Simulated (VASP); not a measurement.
# TiB2 (P6/mmm) in VASP: further runs

The runs below take TiB2 through single point, relaxation of shape and atoms at fixed volume, with r2SCAN, PBE.

Everything below comes from runs of VASP 6.6.1. Logs are shortened: lines on timing, memory, paths and dates and some standing lists are left out, and cuts for length are marked.

## (1) The cell of the first run

The structure is hexagonal, space group P6/mmm (No. 191). The conventional cell has a = 3.032 Å, b = 3.032 Å, c = 3.224 Å, α = 90.00°, β = 90.00°, γ = 120.00°. Within 3.1 Å of Ti (site symmetry 6/mmm) lie 12 B at 2.38 Å and 6 Ti at 3.03 Å. B (site symmetry -6m2) has 3 B at 1.75 Å and 6 Ti at 2.38 Å within 2.4 Å.

## (2) Single point, r2SCAN

Input file POSCAR:

```
TiB2
1.0
    3.0318049187      0.0000000000      0.0000000000
   -1.5159024594      2.6256200789      0.0000000000
    0.0000000000      0.0000000000      3.2242298103
Ti B
1 2
Direct
    0.0000000000      0.0000000000      0.0000000000
    0.3333333333      0.6666666667      0.5000000000
    0.6666666667      0.3333333333      0.5000000000
```

Input file INCAR.step1:

```
PREC = Accurate ; ENCUT = 520
ISMEAR = 0 ; SIGMA = 0.1
LREAL = F ; LASPH = T
NELM = 80 ; NBANDS = 16
GGA = PE ; ALGO = Normal
EDIFF = 1E-4 ; LWAVE = T
LCHARG = F
```

Input file INCAR.step2:

```
PREC = Accurate ; ENCUT = 520
EDIFF = 1E-7 ; ISMEAR = 0
SIGMA = 0.1 ; LREAL = F
LASPH = T ; NELM = 80
ALGO = Normal ; ISIF = 2
LWAVE = F ; LCHARG = T
METAGGA = R2SCAN ; LMIXTAU = T
LELF = T ; LVHAR = T
NBANDS = 16 ; ISTART = 1
```

Input file KPOINTS:

```
regular mesh
0
Gamma
  18 18 14
```

Potentials or basis: VASP PAW PBE potentials, release 64 (Ti_sv, B).

Command:

```sh
> cat potpaw_PBE.64/Ti_sv/POTCAR potpaw_PBE.64/B/POTCAR > POTCAR
> cp INCAR.step1 INCAR
> mpirun -np 1 vasp_std > vasp.out
> cp INCAR.step2 INCAR
> mpirun -np 1 vasp_std > vasp.out
```

OUTCAR:

```text
PREC = Accurate
   ENCUT = 520
   EDIFF = 1E-7
   ISMEAR = 0
   LREAL = F
   LASPH = T
   NELM = 80
   ISIF = 2
   METAGGA = R2SCAN
   ISTART = 1

 ion  position               nearest neighbor table
   1  0.000  0.000  0.000-   2 2.38   3 2.38   2 2.38   3 2.38   3 2.38   3 2.38   2 2.38   2 2.38
                             3 2.38   3 2.38   2 2.38   2 2.38
   2  0.333  0.667  0.500-   3 1.75   3 1.75   3 1.75   1 2.38   1 2.38   1 2.38   1 2.38   1 2.38
                             1 2.38
   3  0.667  0.333  0.500-   2 1.75   2 1.75   2 1.75   1 2.38   1 2.38   1 2.38   1 2.38   1 2.38
                             1 2.38

  LATTYP: Found a hexagonal cell.
 ALAT       =     3.0318049187
 C/A-ratio  =     1.0634687576

  Lattice vectors:

 A1 = (   3.0318049187,   0.0000000000,   0.0000000000)
 A2 = (  -1.5159024594,   2.6256200789,   0.0000000000)
 A3 = (   0.0000000000,   0.0000000000,   3.2242298103)

Analysis of symmetry for initial positions (statically):
=====================================================================
 Subroutine PRICEL returns:
 Original cell was already a primitive cell.

 Routine SETGRP: Setting up the symmetry group for a
 hexagonal supercell.

 Subroutine GETGRP returns: Found 24 space group operations
 (whereof 24 operations were pure point group operations)
 out of a pool of 24 trial point group operations.

The static configuration has the point symmetry D_6h.

Analysis of symmetry for dynamics (positions and initial velocities):
=====================================================================
 Subroutine PRICEL returns:
 Original cell was already a primitive cell.

 Routine SETGRP: Setting up the symmetry group for a
 hexagonal supercell.

 Subroutine GETGRP returns: Found 24 space group operations
 (whereof 24 operations were pure point group operations)
 out of a pool of 24 trial point group operations.

The dynamic configuration has the point symmetry D_6h.

 Subroutine INISYM returns: Found 24 space group operations
 (whereof 24 operations are pure point group operations),
 and found     1 'primitive' translations

----------------------------------------------------------------------------------------

                                     Primitive cell

  volume of cell :      25.6661

  direct lattice vectors                    reciprocal lattice vectors
     3.031804919  0.000000000  0.000000000     0.329836525  0.190431207  0.000000000
    -1.515902459  2.625620079  0.000000000     0.000000000  0.380862413  0.000000000
     0.000000000  0.000000000  3.224229810     0.000000000  0.000000000  0.310151589

  length of vectors
     3.031804919  3.031804919  3.224229810     0.380862413  0.380862413  0.310151589

  position of ions in fractional coordinates (direct lattice)
     0.000000000  0.000000000  0.000000000
     0.333333333  0.666666667  0.500000000
     0.666666667  0.333333333  0.500000000

  ion indices of the primitive-cell ions
   primitive index   ion index
                 1           1
                 2           2
                 3           3

----------------------------------------------------------------------------------------

 KPOINTS: regular mesh

Automatic generation of k-mesh.
 Grid dimensions read from file:
 generate k-points for:   18   18   14

 Generating k-lattice:

  Cartesian coordinates                     Fractional coordinates (reciprocal lattice)
     0.018324251  0.010579511  0.000000000     0.055555556  0.000000000  0.000000000
     0.000000000  0.021159023  0.000000000     0.000000000  0.055555556  0.000000000
     0.000000000  0.000000000  0.022153685     0.000000000  0.000000000  0.071428571

  Length of vectors
     0.021159023  0.021159023  0.022153685

  Shift w.r.t. Gamma in fractional coordinates (k-lattice)
     0.000000000  0.000000000  0.000000000

 Subroutine IBZKPT returns following result:
 ===========================================

 Found    296 irreducible k-points:

 Following reciprocal coordinates:
            Coordinates               Weight
  0.000000  0.000000  0.000000      1.000000
  0.055556  0.000000  0.000000      6.000000
  0.111111  0.000000  0.000000      6.000000
  0.166667  0.000000  0.000000      6.000000
  0.222222  0.000000  0.000000      6.000000
  0.277778  0.000000  0.000000      6.000000
[... 16 lines left out ...]
  0.333333  0.111111  0.000000     12.000000
  0.388889  0.111111  0.000000     12.000000
 [... further k-points ...]
   k-points           NKPTS =    296   k-points in BZ     NKDIM =    296   number of bands    NBANDS=     16
   number of dos      NEDOS =    301   number of ions     NIONS =      3
   total plane-waves  NPLWV =  13824
   dimension x,y,z NGX =    24 NGY =   24 NGZ =   24
   dimension x,y,z NGXF=    48 NGYF=   48 NGZF=   48
   ions per type =               1   2
   NGX,Y,Z   is equivalent  to a cutoff of  13.16, 13.16, 12.37 a.u.
   NGXF,Y,Z  is equivalent  to a cutoff of  26.32, 26.32, 24.75 a.u.
 SYSTEM =  unknown system
   PREC   = accura    normal or accurate (medium, high low for compatibility)
   ISTART =      1    job   : 0-new  1-cont  2-samecut
   ICHARG =      0    charge: 1-file 2-atom 10-const
   ISPIN  =      1    spin polarized calculation?
   LNONCOLLINEAR =      F non collinear calculations
   LSORBIT =      F    spin-orbit coupling
   LASPH  =      T    aspherical Exc in radial PAW
   ENCUT  =  520.0 eV  38.22 Ry    6.18 a.u.   5.64  5.64  5.99*2*pi/ulx,y,z
   NELM   =     80;   NELMIN=  2; NELMDL=  0     # of ELM steps
   EDIFF  = 0.1E-06   stopping-criterion for ELM
   LREAL  =      F    real-space projection
   EDIFFG = 0.1E-05   stopping-criterion for IOM
   NSW    =      0    number of steps for IOM
   IBRION =     -1    ionic relax: 0-MD 1-quasi-New 2-CG
   NFREE  =      0    steps in history (QN), initial steepest desc. (CG)
   ISIF   =      2    stress and relaxation
   ISYM   =      2    0-nonsym 1-usesym 2-fastsym
   POTIM  = 0.5000    time-step for ionic-motion
   TEBEG  =    0.0;   TEEND  =   0.0 temperature during run
   PSTRESS=    0.0 pullay stress
   NELECT =      18.0000    total number of electrons
   NUPDOWN=      -1.0000    fix difference up-down
   EMIN   =  10.00;   EMAX   =-10.00  energy-range for DOS
   EFERMI =   0.00;   METHOD = LEGACY
   ISMEAR =     0;   SIGMA  =   0.10  broadening in eV -4-tet -1-fermi 0-gaus
   EFERMI_NEDOS =   21; number of points for ismear=-14 and -15
   IALGO  =     38    algorithm
   IMIX   =      4    mixing-type and parameters
     AMIX     =   0.40;   BMIX     =  1.00
     AMIX_MAG =   1.60;   BMIX_MAG =  1.00
  volume/ion in A,a.u.               =       8.56        57.73
  Fermi-wavevector in a.u.,A,eV,Ry     =   1.454496  2.748599 28.783935  2.115560
  Thomas-Fermi vector in A             =   2.571640
   LORBIT       =      0    0 simple, 1 ext, 2 COOP (PROOUT), +10 PAW based schemes
   METAGGA = R2SCAN    functional components
   LHFCALC =     F    Hartree Fock is set to
   AEXX    =    0.0000 exact exchange contribution
   IVDW    =     0    specifies the selected vdW correction
   LEPSILON=     F    determine dielectric tensor
   LRPA    =     F    only Hartree local field effects (RPA)
 non-spin polarized calculation
 Gauss-broadening in eV      SIGMA  =   0.10
  energy-cutoff  :      520.00
  volume of cell :       25.67
 maximum number of plane-waves:       719
 NGX is ok and might be reduce to    24
   NGX = 11   NGY = 11   NGZ = 11

 number of electron      18.0000001 magnetization

 Free energy of the ion-electron system (eV)
  ---------------------------------------------------
  ext. energy  EPLUGINS =         0.00000000
  ---------------------------------------------------
  free energy    TOTEN  =       -30.97343338 eV

  energy without entropy =      -30.97181641  energy(sigma->0) =      -30.97262490

 E-fermi :  10.1880     XC(G=0): -13.7424

 val. band max:       10.1763450397   @ k =   0.0556   0.0556   0.5000
 cond. band min:      10.1984365797   @ k =   0.0000   0.0000   0.3571
 fundamental gap:      0.0220915400
 Fermi energy:        10.1879640069

 k-point     1 :       0.0000    0.0000    0.0000
  band No.  band energies     occupation
      1     -49.2528      2.00000
      2     -24.5675      2.00000
      3     -24.2403      2.00000
      4     -24.2403      2.00000
      5      -4.3397      2.00000
      6       7.3549      2.00000
[... 8 lines left out ...]
     15      16.0550      0.00000
     16      17.1565      0.00000

 k-point     2 :       0.0556    0.0000    0.0000
  band No.  band energies     occupation
      1     -49.2511      2.00000
      2     -24.5653      2.00000
      3     -24.2533      2.00000
      4     -24.2432      2.00000
      5      -4.2767      2.00000
      6       7.1609      2.00000
[... 8 lines left out ...]
     15      16.4877      0.00000
     16      17.3628      0.00000

 k-point     3 :       0.1111    0.0000    0.0000
  band No.  band energies     occupation
      1     -49.2462      2.00000
      2     -24.5589      2.00000
      3     -24.2909      2.00000
      4     -24.2516      2.00000
      5      -4.0897      2.00000
      6       6.6220      2.00000
[... 8 lines left out ...]
     15      17.4542      0.00000
     16      18.0064      0.00000

 k-point     4 :       0.1667    0.0000    0.0000
  band No.  band energies     occupation
      1     -49.2387      2.00000
      2     -24.5492      2.00000
      3     -24.3480      2.00000
      4     -24.2645      2.00000
      5      -3.7831      2.00000
      6       5.8447      2.00000
[... 8 lines left out ...]
     15      18.6725      0.00000
     16      18.8640      0.00000
[... 324 lines left out ...]
 k-point    22 :       0.2778    0.1111    0.0000
  band No.  band energies     occupation
      1     -49.2078      2.00000
      2     -24.5563      2.00000
      3     -24.5094      2.00000
      4     -24.3374      2.00000
      5      -2.0527      2.00000
      6       3.0321      2.00000
[... 8 lines left out ...]
     15      18.3225      0.00000
     16      19.5934      0.00000

 k-point    23 :       0.3333    0.1111    0.0000
  band No.  band energies     occupation
      1     -49.2007      2.00000
      2     -24.6036      2.00000
      3     -24.5003      2.00000
      4     -24.3538      2.00000
      5      -1.3528      2.00000
      6       2.0884      2.00000
[... 8 lines left out ...]
     15      18.3286      0.00000
     16      19.4592      0.00000

 k-point    24 :       0.3889    0.1111    0.0000
  band No.  band energies     occupation
      1     -49.1961      2.00000
      2     -24.6343      2.00000
      3     -24.4943      2.00000
      4     -24.3645      2.00000
      5      -0.5777      2.00000
      6       1.1597      2.00000
[... 8 lines left out ...]
     15      18.3293      0.00000
     16      19.3229      0.00000

 [... further k-points ...]

------------------------ aborting loop because EDIFF is reached ----------------------------------------

  FORCE on cell =-STRESS in cart. coord.  units (eV):
  Direction    XX          YY          ZZ          XY          YZ          ZX
  --------------------------------------------------------------------------------------
  -------------------------------------------------------------------------------------
  Total       -0.1597168     -0.1597168      0.0378064      0.0000000      0.0000000     -0.0000000
  in kB       -9.9701570     -9.9701570      2.3600256      0.0000000      0.0000000     -0.0000000
  external PRESSURE =      -5.8600961 kB  Pullay stress =       0.0000000 kB

 VOLUME and BASIS-vectors are now :
 -----------------------------------------------------------------------------
  energy-cutoff  :      520.00
  volume of cell :       25.67
      direct lattice vectors                 reciprocal lattice vectors
     3.031804919  0.000000000  0.000000000     0.329836525  0.190431207  0.000000000
    -1.515902459  2.625620079  0.000000000     0.000000000  0.380862413  0.000000000
     0.000000000  0.000000000  3.224229810     0.000000000  0.000000000  0.310151589

 POSITION                                       TOTAL-FORCE (eV/Angst)
 -----------------------------------------------------------------------------------
      0.00000      0.00000      0.00000        -0.000000      0.000000     -0.000000
     -0.00000      1.75041      1.61211        -0.000000      0.000000     -0.000000
      1.51590      0.87521      1.61211         0.000000     -0.000000      0.000000
 -----------------------------------------------------------------------------------
    total drift:                               -0.000000      0.000000      0.000000

  FREE ENERGIE OF THE ION-ELECTRON SYSTEM (eV)
  ---------------------------------------------------
  free  energy   TOTEN  =       -30.9734333838 eV

  energy  without entropy=      -30.9718164131  energy(sigma->0) =      -30.97262490
```

It took 2.8 min on 1 thread of Intel Xeon 6975P-C (Granite Rapids), shared host; peak memory 0.24 GiB.

What came out:

```
Free energy            : -30.9734 eV
Pressure               : -0.6 GPa
Band gap on the k mesh : zero (bands 9 and 10 overlap by 0.64 eV)
```

Stress tensor (GPa, compression positive):
```
-1.00  0.00  0.00
 0.00 -1.00  0.00
 0.00  0.00  0.24
```

Caveat: the PAW data sets were made with another functional, which shifts forces and pressure a little.

[end of part 1 of 2]
